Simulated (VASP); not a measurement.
# CaGa2O2 in VASP: further runs, part 3 of 3

VASP 6.6.1. The steps go on from the part before.

## 5. Single point, PBE

This run uses another cell than the first one, of 20.84 Å³/atom, 1.044 times its volume.

The input, INCAR:

```
SYSTEM = CaGa2O2
  ALGO = Normal
  EDIFF = 1E-6
  ENCUT = 520
  GGA = PE
  ISIF = 2
  ISMEAR = 0
  LASPH = .TRUE.
  LCHARG = .TRUE.
  LELF = .TRUE.
  LREAL = .FALSE.
  LVHAR = .TRUE.
  LWAVE = .FALSE.
  NBANDS = 32
  NELM = 60
  PREC = Accurate
  SIGMA = 0.1
```

The input, KPOINTS:

```
k-points
0
G
  8 8 10
  0 0 0
```

The input, POSCAR:

```
CaGa2O2
1.0
    3.7562832792     -4.0197831736      0.0000000000
    3.7562832792      4.0197831736      0.0000000000
    0.0000000000      0.0000000000      3.4500847923
Ca Ga O
1 2 2
Direct
    0.5000000000      0.5000000000      0.5000000000
    0.5000000000      0.0000000000      0.0000000000
    0.0000000000      0.5000000000      0.0000000000
    0.7051050844      0.7051050844      0.0000000000
    0.2948949156      0.2948949156      0.0000000000
```

Potentials or basis: VASP PAW PBE potentials, release 64 (Ca_sv, Ga_d, O).

Started as:

```console
$ cat potpaw_PBE.64/Ca_sv/POTCAR potpaw_PBE.64/Ga_d/POTCAR potpaw_PBE.64/O/POTCAR > POTCAR
$ mpirun -np 1 vasp_std > vasp.out
```

OUTCAR:

```text
SYSTEM = CaGa2O2
   EDIFF = 1E-6
   ENCUT = 520
   GGA = PE
   ISIF = 2
   ISMEAR = 0
   LASPH = .TRUE.
   LREAL = .FALSE.
   NELM = 60
   PREC = Accurate

 ion  position               nearest neighbor table
   1  0.500  0.500  0.500-   4 2.31   5 2.31   4 2.31   5 2.31
   2  0.500  0.000  0.000-   4 2.04   5 2.04
   3  0.000  0.500  0.000-   4 2.04   5 2.04
   4  0.705  0.705  0.000-   2 2.04   3 2.04   1 2.31   1 2.31
   5  0.295  0.295  0.000-   2 2.04   3 2.04   1 2.31   1 2.31

  LATTYP: Found a base centered orthorhombic cell.
 ALAT       =     7.5125665584
 B/A-ratio  =     1.0701491008
 C/A-ratio  =     0.4592418271

  Lattice vectors:

 A1 = (   3.7562832792,  -4.0197831736,   0.0000000000)
 A2 = (   3.7562832792,   4.0197831736,   0.0000000000)
 A3 = (   0.0000000000,   0.0000000000,   3.4500847923)

Analysis of symmetry for initial positions (statically):
=====================================================================
 Subroutine PRICEL returns:
 Original cell was already a primitive cell.

 Routine SETGRP: Setting up the symmetry group for a
 base centered orthorhombic supercell.

 Subroutine GETGRP returns: Found  8 space group operations
 (whereof  8 operations were pure point group operations)
 out of a pool of  8 trial point group operations.

The static configuration has the point symmetry D_2h.

Analysis of symmetry for dynamics (positions and initial velocities):
=====================================================================
 Subroutine PRICEL returns:
 Original cell was already a primitive cell.

 Routine SETGRP: Setting up the symmetry group for a
 base centered orthorhombic supercell.

 Subroutine GETGRP returns: Found  8 space group operations
 (whereof  8 operations were pure point group operations)
 out of a pool of  8 trial point group operations.

The dynamic configuration has the point symmetry D_2h.

 Subroutine INISYM returns: Found  8 space group operations
[... 118 lines left out ...]
   ISMEAR =     0;   SIGMA  =   0.10  broadening in eV -4-tet -1-fermi 0-gaus
   EFERMI_NEDOS =   21; number of points for ismear=-14 and -15
   IALGO  =     38    algorithm
   IMIX   =      4    mixing-type and parameters
     AMIX     =   0.40;   BMIX     =  1.00
     AMIX_MAG =   1.60;   BMIX_MAG =  1.00
  volume/ion in A,a.u.               =      20.84       140.62
  Fermi-wavevector in a.u.,A,eV,Ry     =   1.264392  2.389354 21.751452  1.598687
  Thomas-Fermi vector in A             =   2.397699
   LORBIT       =      0    0 simple, 1 ext, 2 COOP (PROOUT), +10 PAW based schemes
   GGA     = PE    functional components
   LHFCALC =     F    Hartree Fock is set to
   AEXX    =    0.0000 exact exchange contribution
   IVDW    =     0    specifies the selected vdW correction
   LEPSILON=     F    determine dielectric tensor
   LRPA    =     F    only Hartree local field effects (RPA)
 non-spin polarized calculation
 Gauss-broadening in eV      SIGMA  =   0.10
  energy-cutoff  :      520.00
  volume of cell :      104.19
 maximum number of plane-waves:      2824
 NGX is ok and might be reduce to    42
   NGX = 21   NGY = 21   NGZ = 13

 number of electron      47.9999963 magnetization

 Free energy of the ion-electron system (eV)
  ---------------------------------------------------
  ext. energy  EPLUGINS =         0.00000000
  ---------------------------------------------------
  free energy    TOTEN  =       -23.38012918 eV

  energy without entropy =      -23.37212794  energy(sigma->0) =      -23.37612856

 E-fermi :   2.1959     XC(G=0):  -8.8185

 val. band max:        2.1850104652   @ k =   0.5000   0.0000   0.5000
 cond. band min:       2.2023882327   @ k =   0.0000   0.0000   0.5000
 fundamental gap:      0.0173777674
 Fermi energy:         2.1958979946

 k-point     1 :       0.0000    0.0000    0.0000
  band No.  band energies     occupation
      1     -37.6993      2.00000
      2     -19.0507      2.00000
      3     -18.9551      2.00000
      4     -18.5852      2.00000
      5     -16.2885      2.00000
      6     -15.2479      2.00000
[... 829 lines left out ...]
     31       8.2443      0.00000
     32       8.5114      0.00000

 [... further k-points ...]
[... 5 lines left out ...]
  --------------------------------------------------------------------------------------
  -------------------------------------------------------------------------------------
  Total        0.1456563      0.3009754      0.1631575      0.0000000      0.0000000      0.0000000
  in kB        2.2398515      4.6282928      2.5089782      0.0000000      0.0000000      0.0000000
  external PRESSURE =       3.1257075 kB  Pullay stress =       0.0000000 kB

 VOLUME and BASIS-vectors are now :
 -----------------------------------------------------------------------------
  energy-cutoff  :      520.00
  volume of cell :      104.19
      direct lattice vectors                 reciprocal lattice vectors
     3.756283279 -4.019783174  0.000000000     0.133110302 -0.124384818  0.000000000
     3.756283279  4.019783174  0.000000000     0.133110302  0.124384818  0.000000000
     0.000000000  0.000000000  3.450084792     0.000000000  0.000000000  0.289847949

 POSITION                                       TOTAL-FORCE (eV/Angst)
 -----------------------------------------------------------------------------------
      3.75628      0.00000      1.72504         0.000000      0.000000      0.000000
      1.87814     -2.00989      0.00000        -0.000000     -0.000000      0.000000
      1.87814      2.00989      0.00000         0.000000      0.000000      0.000000
      5.29715      0.00000      0.00000         0.033625      0.000000     -0.000000
      2.21542      0.00000      0.00000        -0.033625      0.000000      0.000000
 -----------------------------------------------------------------------------------
    total drift:                                0.000000      0.000000     -0.000000

  FREE ENERGIE OF THE ION-ELECTRON SYSTEM (eV)
  ---------------------------------------------------
  free  energy   TOTEN  =       -23.3801291847 eV

  energy  without entropy=      -23.3721279396  energy(sigma->0) =      -23.37612856
```

Run time: 8.9 min. Hardware: 1 thread of Intel Xeon 6975P-C, shared host; peak memory 0.5 GiB.

What came out:

| Quantity | Value |
| --- | --- |
| Free energy | -23.3801 eV |
| Pressure | 0.3 GPa |
| Largest force | 0.034 eV/Å |
| Band gap on the k mesh | zero (band 24 reaches 2.41 eV, above the bottom of band 25 at 1.99 eV) |

Forces in eV/Å, atoms in the order of the input:
```
Ca   0.000  0.000  0.000
Ga   0.000  0.000  0.000
Ga   0.000  0.000  0.000
O    0.034  0.000  0.000
O   -0.034  0.000  0.000
```

Stress tensor (GPa, compression positive):
```
0.22 0.00 0.00
0.00 0.46 0.00
0.00 0.00 0.25
```

Levels at points of the mesh, in eV from the Fermi level:
```csv
k point,band 20,band 21,band 22,band 23,band 24,band 25,band 26,band 27,band 28,band 29
"(0.00, 0.00, 0.00)",-3.68,-3.13,-2.83,-2.66,-0.56,0.89,4.15,4.72,4.98,5.14
"(0.50, 0.00, 0.00)",-3.26,-3.16,-2.52,-2.32,-1.22,1.32,1.79,4.51,4.52,5.19
"(0.50, 0.50, 0.00)",-3.99,-3.37,-2.39,-1.99,-0.36,-0.06,3.20,3.33,3.98,4.59
"(0.00, 0.00, 0.50)",-3.53,-3.13,-3.03,-2.46,-0.34,0.01,0.49,2.46,4.83,5.84
"(0.50, 0.00, 0.50)",-3.50,-3.20,-3.17,-0.69,-0.18,-0.01,0.29,2.16,3.63,3.93
"(0.50, 0.50, 0.50)",-3.72,-3.58,-3.14,-1.27,-0.81,1.33,1.61,1.85,2.72,4.13
```

## 6. Overview

```csv
task,cell,k mesh,cutoff (eV),gap on the mesh (eV),pressure (GPa),largest force (eV/Å)
single point,"a = 5.358, b = 5.358, c = 3.510 Å, angles 90.0, 90.0, 98.1°, 5 atoms",4 × 4 × 4,520,none,0.2,0.01
single point,"a = 5.358, b = 5.358, c = 3.510 Å, angles 90.0, 90.0, 98.1°, 5 atoms",4 × 4 × 6,520,none,0.3,0.01
relaxation of cell and atoms,"relaxed from a = 5.358, b = 5.358, c = 3.510 Å, angles 90.0, 90.0, 98.1°, 5 atoms",4 × 4 × 6,600,none,0.0,0.01
single point,"a = 5.502, b = 5.502, c = 3.450 Å, angles 90.0, 90.0, 93.9°, 5 atoms",8 × 8 × 10,520,none,0.3,0.03
```

Alike in all rows: level PBE; potentials or basis VASP PAW PBE potentials, release 64 (Ca_sv, Ga_d, O); no spin polarisation; smearing gaussian 0.1 eV.

Caveats: some runs use coarse meshes.

Total energies depend on the potentials used, so only differences within one code and one set of settings carry meaning.
